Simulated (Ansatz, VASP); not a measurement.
**Cd in VASP and in Ansatz**

The input INCAR:

```
SYSTEM = Cd
  PREC = Accurate
  ENCUT = 600
  EDIFF = 1E-6
  ISMEAR = 0
  SIGMA = 0.1
  LREAL = .False.
  LASPH = .True.
  NELM = 100
  ALGO = Normal
  ISIF = 3
  LWAVE = .False.
  LCHARG = .False.
  GGA = PS
  IBRION = 2
  NSW = 90
  EDIFFG = -0.04
```

File KPOINTS:

```
Automatic mesh
0
Gamma
  6 6 4
  0 0 0
```

The input POSCAR:

```
Cd
1.0
    1.7525236404     -5.5593650223      0.0000000000
    1.7525236404      5.5593650223      0.0000000000
    0.0000000000      0.0000000000      4.6380988186
Cd
4
Direct
    0.0980000000      0.9020000000      0.9100000000
    0.5980000000      0.4020000000      0.5900000000
    0.9020000000      0.0980000000      0.0900000000
    0.4020000000      0.5980000000      0.4100000000
```

Input for Ansatz:

```yaml
crystal:
  lattice:
    - [1.7525236404, -5.5593650223, 0.0]
    - [1.7525236404, 5.5593650223, 0.0]
    - [0.0, 0.0, 4.6380988186]
  atoms:
    - { symbol: Cd, position: [0.098, 0.902, 0.91] }
    - { symbol: Cd, position: [0.598, 0.402, 0.59] }
    - { symbol: Cd, position: [0.902, 0.098, 0.09] }
    - { symbol: Cd, position: [0.402, 0.598, 0.41] }
basis:
  ecutwfc: 420
kpoints:
  mp_grid: { grid: [6, 6, 4] }
hamiltonian:
  xc: pbesol
scf:
  occupations: { method: gaussian, width: 0.1 }
  lower_state_search: "off"
output:
  forces: true
  stress: true
  eigenvalues: true
relax:
  adjacent_minimum: "off"
  f_tol: 0.04
  max_steps: 70
  cell: { stress_tol: 0.4 }
```

Alike in both runs: task relaxation of cell and atoms; functional PBEsol; k mesh 6 × 6 × 4; occupations gaussian, width 0.1 eV; no spin polarisation.

|  | VASP | Ansatz |
| --- | --- | --- |
| version | VASP 6.6.1 | Ansatz 0.2.0 |
| potentials or method | VASP PAW PBE potentials, release 64 (Cd), cutoff 600 eV | scalar-relativistic, plane waves, PAW |
| valence electrons in the cell | 48 | 80 |

|  | VASP | Ansatz | Ansatz less VASP |
| --- | --- | --- | --- |
| gap on the k mesh at the Fermi level, each at its own relaxed structure (eV) | none | none | - |
| relaxed volume (Å³/atom) | 22.61 | 22.34 | -0.269 |
| relaxed cell length with the largest relative difference (Å) | 5.981 | 5.956 | -0.0252 |

VASP's potentials were made for PBE, not for PBEsol. A gap of «none» marks a metal or a gap that the smearing closes. VASP's potentials hold 48 valence electrons a cell and Ansatz's 80, so a difference there can come from the potentials and not from the codes.
